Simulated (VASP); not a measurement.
# ZrB (Fm-3m) in VASP: further runs

The runs below take ZrB through single point, with PBEsol.

Program: VASP 6.6.1. These are calculated values, not measurements. Logs are shortened: lines on timing, memory, paths and dates and some standing lists are left out, and cuts for length are marked.

### 1 The cell of the first run

It takes space group Fm-3m (No. 225, cubic). Conventional cell: a = 4.958 Å, b = 4.958 Å, c = 4.958 Å, α = 90.00°, β = 90.00°, γ = 90.00°. Zr (site symmetry m-3m) has 6 B at 2.48 Å within 3.3 Å. B (site symmetry m-3m) has 6 Zr at 2.48 Å within 3.3 Å.

### 2 Single point, PBEsol (volume scaled by 1.06)

Contents of INCAR:

```
PREC = Accurate ; ENCUT = 520
EDIFF = 1E-6 ; ISMEAR = 0
SIGMA = 0.1 ; LREAL = False
LASPH = True ; NELM = 80
ALGO = Normal ; ISIF = 2
LWAVE = False ; LCHARG = False
GGA = PS ; NBANDS = 14
```

Contents of KPOINTS:

```
regular mesh
0
Gamma
  14 14 14
```

Contents of POSCAR:

```
ZrB
1.0
    0.0000000000      2.4787833355      2.4787833355
    2.4787833355      0.0000000000      2.4787833355
    2.4787833355      2.4787833355      0.0000000000
Zr B
1 1
Direct
    0.0000000000      0.0000000000      0.0000000000
    0.5000000000      0.5000000000      0.5000000000
```

Potentials or basis: VASP PAW PBE potentials, release 64 (Zr_sv, B).

Started as:

```
cat potpaw_PBE.64/Zr_sv/POTCAR potpaw_PBE.64/B/POTCAR > POTCAR
mpirun -np 1 vasp_std > vasp.out
```

OUTCAR:

```text
PREC = Accurate
   ENCUT = 520
   EDIFF = 1E-6
   ISMEAR = 0
   LREAL = False
   LASPH = True
   NELM = 80
   ISIF = 2
   GGA = PS

 ion  position               nearest neighbor table
   1  0.000  0.000  0.000-   2 2.48   2 2.48   2 2.48   2 2.48   2 2.48   2 2.48
   2  0.500  0.500  0.500-   1 2.48   1 2.48   1 2.48   1 2.48   1 2.48   1 2.48

  LATTYP: Found a face centered cubic cell.
 ALAT       =     4.9575666710

  Lattice vectors:

 A1 = (   0.0000000000,   2.4787833355,   2.4787833355)
 A2 = (   2.4787833355,   0.0000000000,   2.4787833355)
 A3 = (   2.4787833355,   2.4787833355,   0.0000000000)

Analysis of symmetry for initial positions (statically):
=====================================================================
 Subroutine PRICEL returns:
 Original cell was already a primitive cell.

 Routine SETGRP: Setting up the symmetry group for a
 face centered cubic supercell.

 Subroutine GETGRP returns: Found 48 space group operations
 (whereof 48 operations were pure point group operations)
 out of a pool of 48 trial point group operations.

The static configuration has the point symmetry O_h .

Analysis of symmetry for dynamics (positions and initial velocities):
=====================================================================
 Subroutine PRICEL returns:
 Original cell was already a primitive cell.

 Routine SETGRP: Setting up the symmetry group for a
 face centered cubic supercell.

 Subroutine GETGRP returns: Found 48 space group operations
 (whereof 48 operations were pure point group operations)
 out of a pool of 48 trial point group operations.

The dynamic configuration has the point symmetry O_h .

 Subroutine INISYM returns: Found 48 space group operations
 (whereof 48 operations are pure point group operations),
 and found     1 'primitive' translations

----------------------------------------------------------------------------------------

                                     Primitive cell

  volume of cell :      30.4611

  direct lattice vectors                    reciprocal lattice vectors
     0.000000000  2.478783336  2.478783336    -0.201711861  0.201711861  0.201711861
     2.478783336  0.000000000  2.478783336     0.201711861 -0.201711861  0.201711861
     2.478783336  2.478783336  0.000000000     0.201711861  0.201711861 -0.201711861

  length of vectors
     3.505529011  3.505529011  3.505529011     0.349375192  0.349375192  0.349375192

  position of ions in fractional coordinates (direct lattice)
     0.000000000  0.000000000  0.000000000
     0.500000000  0.500000000  0.500000000

  ion indices of the primitive-cell ions
   primitive index   ion index
                 1           1
                 2           2

----------------------------------------------------------------------------------------

 KPOINTS: regular mesh

Automatic generation of k-mesh.
 Grid dimensions read from file:
 generate k-points for:   14   14   14

 Generating k-lattice:

  Cartesian coordinates                     Fractional coordinates (reciprocal lattice)
    -0.014407990  0.014407990  0.014407990     0.071428571  0.000000000  0.000000000
     0.014407990 -0.014407990  0.014407990     0.000000000  0.071428571  0.000000000
     0.014407990  0.014407990 -0.014407990     0.000000000  0.000000000  0.071428571

  Length of vectors
     0.024955371  0.024955371  0.024955371

  Shift w.r.t. Gamma in fractional coordinates (k-lattice)
     0.000000000  0.000000000  0.000000000

 Subroutine IBZKPT returns following result:
 ===========================================

 Found    104 irreducible k-points:

 Following reciprocal coordinates:
            Coordinates               Weight
  0.000000  0.000000  0.000000      1.000000
  0.071429  0.000000  0.000000      8.000000
  0.142857  0.000000  0.000000      8.000000
  0.214286  0.000000  0.000000      8.000000
  0.285714  0.000000  0.000000      8.000000
  0.357143  0.000000  0.000000      8.000000
[... 16 lines left out ...]
  0.214286  0.142857  0.000000     24.000000
  0.285714  0.142857  0.000000     24.000000
 [... further k-points ...]
   k-points           NKPTS =    104   k-points in BZ     NKDIM =    104   number of bands    NBANDS=     14
   number of dos      NEDOS =    301   number of ions     NIONS =      2
   total plane-waves  NPLWV =  21952
   dimension x,y,z NGX =    28 NGY =   28 NGZ =   28
   dimension x,y,z NGXF=    56 NGYF=   56 NGZF=   56
   ions per type =               1   1
   NGX,Y,Z   is equivalent  to a cutoff of  13.28, 13.28, 13.28 a.u.
   NGXF,Y,Z  is equivalent  to a cutoff of  26.56, 26.56, 26.56 a.u.
 SYSTEM =  unknown system
   PREC   = accura    normal or accurate (medium, high low for compatibility)
   ISTART =      0    job   : 0-new  1-cont  2-samecut
   ICHARG =      2    charge: 1-file 2-atom 10-const
   ISPIN  =      1    spin polarized calculation?
   LNONCOLLINEAR =      F non collinear calculations
   LSORBIT =      F    spin-orbit coupling
   LASPH  =      T    aspherical Exc in radial PAW
   ENCUT  =  520.0 eV  38.22 Ry    6.18 a.u.   6.52  6.52  6.52*2*pi/ulx,y,z
   NELM   =     80;   NELMIN=  2; NELMDL= -5     # of ELM steps
   EDIFF  = 0.1E-05   stopping-criterion for ELM
   LREAL  =      F    real-space projection
   EDIFFG = 0.1E-04   stopping-criterion for IOM
   NSW    =      0    number of steps for IOM
   IBRION =     -1    ionic relax: 0-MD 1-quasi-New 2-CG
   NFREE  =      0    steps in history (QN), initial steepest desc. (CG)
   ISIF   =      2    stress and relaxation
   ISYM   =      2    0-nonsym 1-usesym 2-fastsym
   POTIM  = 0.5000    time-step for ionic-motion
   TEBEG  =    0.0;   TEEND  =   0.0 temperature during run
   PSTRESS=    0.0 pullay stress
   NELECT =      15.0000    total number of electrons
   NUPDOWN=      -1.0000    fix difference up-down
   EMIN   =  10.00;   EMAX   =-10.00  energy-range for DOS
   EFERMI =   0.00;   METHOD = LEGACY
   ISMEAR =     0;   SIGMA  =   0.10  broadening in eV -4-tet -1-fermi 0-gaus
   EFERMI_NEDOS =   21; number of points for ismear=-14 and -15
   IALGO  =     38    algorithm
   IMIX   =      4    mixing-type and parameters
     AMIX     =   0.40;   BMIX     =  1.00
     AMIX_MAG =   1.60;   BMIX_MAG =  1.00
  volume/ion in A,a.u.               =      15.23       102.78
  Fermi-wavevector in a.u.,A,eV,Ry     =   1.292776  2.442993 22.739013  1.671270
  Thomas-Fermi vector in A             =   2.424463
   LORBIT       =      0    0 simple, 1 ext, 2 COOP (PROOUT), +10 PAW based schemes
   GGA     = PS    functional components
   LHFCALC =     F    Hartree Fock is set to
   AEXX    =    0.0000 exact exchange contribution
   IVDW    =     0    specifies the selected vdW correction
   LEPSILON=     F    determine dielectric tensor
   LRPA    =     F    only Hartree local field effects (RPA)
 non-spin polarized calculation
 Gauss-broadening in eV      SIGMA  =   0.10
  energy-cutoff  :      520.00
  volume of cell :       30.46
 maximum number of plane-waves:       869
 NGX is ok and might be reduce to    28
   NGX = 13   NGY = 13   NGZ = 13

 number of electron      15.0000000 magnetization

 Free energy of the ion-electron system (eV)
  ---------------------------------------------------
  ext. energy  EPLUGINS =         0.00000000
  ---------------------------------------------------
  free energy    TOTEN  =       -16.87588991 eV

  energy without entropy =      -16.86897918  energy(sigma->0) =      -16.87243455

 E-fermi :   7.0531     XC(G=0): -11.4398

 val. band max:        7.0515445532   @ k =   0.3571   0.1429   0.0000
 cond. band min:       7.0686242959   @ k =   0.5000   0.2857   0.0714
 fundamental gap:      0.0170797427
 Fermi energy:         7.0530914927

 k-point     1 :       0.0000    0.0000    0.0000
  band No.  band energies     occupation
      1     -40.4609      2.00000
      2     -18.3260      2.00000
      3     -18.3260      2.00000
      4     -18.3260      2.00000
      5      -0.9002      2.00000
      6       8.7231      0.00000
      7       8.7231      0.00000
      8       8.7231      0.00000
      9      10.0765      0.00000
     10      10.0765      0.00000
     11      10.4335      0.00000
     12      10.4335      0.00000
     13      10.4335      0.00000
     14      17.6309      0.00000

 k-point     2 :       0.0714    0.0000    0.0000
  band No.  band energies     occupation
      1     -40.4584      2.00000
      2     -18.3510      2.00000
      3     -18.3286      2.00000
      4     -18.3286      2.00000
      5      -0.7902      2.00000
      6       8.3617      0.00000
      7       8.6531      0.00000
      8       8.6531      0.00000
      9       9.3746      0.00000
     10       9.3746      0.00000
     11      10.5842      0.00000
     12      11.4241      0.00000
     13      11.4241      0.00000
     14      17.7996      0.00000

 k-point     3 :       0.1429    0.0000    0.0000
  band No.  band energies     occupation
      1     -40.4514      2.00000
      2     -18.4207      2.00000
      3     -18.3358      2.00000
      4     -18.3358      2.00000
      5      -0.4701      2.00000
      6       7.5751      0.00000
      7       8.0482      0.00000
      8       8.0482      0.00000
      9       9.3554      0.00000
     10       9.3554      0.00000
     11      10.8262      0.00000
     12      12.6898      0.00000
     13      12.6898      0.00000
     14      18.1753      0.00000
[... 324 lines left out ...]
 k-point    23 :       0.2143    0.1429    0.0000
  band No.  band energies     occupation
      1     -40.4408      2.00000
      2     -18.4777      2.00000
      3     -18.3739      2.00000
      4     -18.3685      2.00000
      5      -0.0022      2.00000
      6       6.4509      2.00000
      7       7.5275      0.00000
      8       8.0951      0.00000
      9       8.6132      0.00000
     10      10.3925      0.00000
     11      11.8118      0.00000
     12      12.2782      0.00000
     13      14.3473      0.00000
     14      19.0264      0.00000

 k-point    24 :       0.2857    0.1429    0.0000
  band No.  band energies     occupation
      1     -40.4310      2.00000
      2     -18.5665      2.00000
      3     -18.3883      2.00000
      4     -18.3803      2.00000
      5       0.4909      2.00000
      6       5.8131      2.00000
      7       6.9056      1.96297
      8       7.5841      0.00000
      9       9.0371      0.00000
     10      10.7595      0.00000
     11      12.0182      0.00000
     12      13.3074      0.00000
     13      15.4029      0.00000
     14      18.8674      0.00000

 [... further k-points ...]
[... 5 lines left out ...]
  --------------------------------------------------------------------------------------
  -------------------------------------------------------------------------------------
  Total       -1.6405016     -1.6405016     -1.6405016      0.0000000      0.0000000      0.0000000
  in kB      -86.2862372    -86.2862372    -86.2862372      0.0000000      0.0000000      0.0000000
  external PRESSURE =     -86.2862372 kB  Pullay stress =       0.0000000 kB

 VOLUME and BASIS-vectors are now :
 -----------------------------------------------------------------------------
  energy-cutoff  :      520.00
  volume of cell :       30.46
      direct lattice vectors                 reciprocal lattice vectors
     0.000000000  2.478783336  2.478783336    -0.201711861  0.201711861  0.201711861
     2.478783336  0.000000000  2.478783336     0.201711861 -0.201711861  0.201711861
     2.478783336  2.478783336  0.000000000     0.201711861  0.201711861 -0.201711861

 POSITION                                       TOTAL-FORCE (eV/Angst)
 -----------------------------------------------------------------------------------
      0.00000      0.00000      0.00000         0.000000     -0.000000      0.000000
      2.47878      2.47878      2.47878        -0.000000      0.000000     -0.000000
 -----------------------------------------------------------------------------------
    total drift:                               -0.000000      0.000000      0.000000

  FREE ENERGIE OF THE ION-ELECTRON SYSTEM (eV)
  ---------------------------------------------------
  free  energy   TOTEN  =       -16.8758899099 eV

  energy  without entropy=      -16.8689791841  energy(sigma->0) =      -16.87243455
```

Wall time 28 s (1 thread of Intel Xeon Platinum 8488C (Sapphire Rapids), shared host); peak memory 0.19 GiB.

What came out:

- Free energy: -16.8759 eV
- Pressure: -8.6 GPa

Caveat: the PAW data sets were made with another functional, which shifts forces and pressure a little.

(Continued in part 2 of 2.)
